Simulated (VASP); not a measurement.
A run of VASP 6.6.1:

POSCAR

```
MnO
1.0
    2.6723886600      0.0000000000      0.0000000000
    0.0000000000      2.6723886600      0.0000000000
    0.0000000000      0.0000000000      2.6723886600
Mn O
1 1
Direct
    0.0000000000      0.0000000000      0.0000000000
    0.5000000000      0.5000000000      0.5000000000
```

The input INCAR.step1:

```
  ALGO = Normal
  EDIFF = 1E-5
  ENCUT = 520
  GGA = PE
  ISIF = 2
  ISMEAR = -1
  ISPIN = 2
  LASPH = T
  LCHARG = F
  LMAXMIX = 4
  LORBIT = 11
  LREAL = F
  LWAVE = T
  MAGMOM = 4 0
  NBANDS = 20
  NELM = 150
  PREC = Accurate
  SIGMA = 0.05
```

Contents of INCAR.step2:

```
  AEXX = 0.4
  ALGO = Normal
  EDIFF = 1E-6
  ENCUT = 520
  GGA = PE
  HFSCREEN = 0.2
  ISIF = 2
  ISMEAR = -1
  ISPIN = 2
  ISTART = 1
  LASPH = T
  LCHARG = F
  LHFCALC = T
  LMAXMIX = 4
  LORBIT = 11
  LREAL = F
  LWAVE = F
  MAGMOM = 4 0
  NBANDS = 20
  NELM = 150
  PREC = Accurate
  PRECFOCK = Normal
  SIGMA = 0.05
```

The input KPOINTS:

```
k-points
0
Gamma
  5 5 5
```

Potentials or basis: VASP PAW PBE potentials, release 64 (Mn_pv, O).

Launch:

```bash
$ cat potpaw_PBE.64/Mn_pv/POTCAR potpaw_PBE.64/O/POTCAR > POTCAR
$ cp INCAR.step1 INCAR
$ mpirun -np 1 vasp_std > vasp.out
$ cp INCAR.step2 INCAR
$ mpirun -np 1 vasp_std > vasp.out
```

Hardware: 1 thread of Intel(R) Xeon(R) Platinum 8375C CPU @ 2.90GHz (Ice Lake) (shared host).

**Question.** Estimate the wall time of this run.

**Answer.** Run time: 14 min on 1 thread of Intel(R) Xeon(R) Platinum 8375C CPU @ 2.90GHz (Ice Lake), with other jobs on the host, peak memory 0.24 GiB. Counts: k points 10.
